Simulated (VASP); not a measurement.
Runs of VASP 6.6.1 on GeSb2Te4. The structure is that of space group R3m (No. 160), or close to it. The cells are those of the table. 

| cell | gap on the mesh (eV) | pressure (GPa) | largest force (eV/Å) |
| --- | --- | --- | --- |
| a = 4.298, b = 4.298, c = 14.839 Å, angles 98.3, 98.3, 60.0°, 7 atoms | 0.40 | (b) | 0.17 |
| a = 4.298, b = 4.298, c = 15.332 Å, angles 98.1, 98.1, 60.0°, 7 atoms | 0.43 | -0.5 | 0.18 |
| a = 4.298, b = 4.298, c = 20.283 Å, angles 96.1, 96.1, 60.0°, 7 atoms | (a) | - | 0.26 |
| a = 4.298, b = 4.298, c = 15.826 Å, angles 97.8, 97.8, 60.0°, 7 atoms | 0.41 | -0.5 | 0.20 |

Alike in all rows: task single point; level PBE; potentials or basis VASP PAW PBE potentials, release 64 (Ge_d, Sb, Te); no spin polarisation; k mesh 9 × 9 × 3; cutoff (eV) 520; smearing gaussian 0.03 eV.

Question: Fill in the values left out.

Answer: (a) 0.15; (b) -0.4.

Caveats: semilocal functionals underestimate gaps, and a narrow one can read as zero; spin-orbit coupling is left out, which moves the levels of the heavy elements; this functional lacks dispersion, which binds layers or chains, so the pressure and a relaxed spacing across them are unreliable (at least some runs); there is no dipole correction, which matters where the two faces differ (at least some runs).

A k mesh can miss the band edges, and the runs leave out spin-orbit coupling on Ge, Sb, Te.
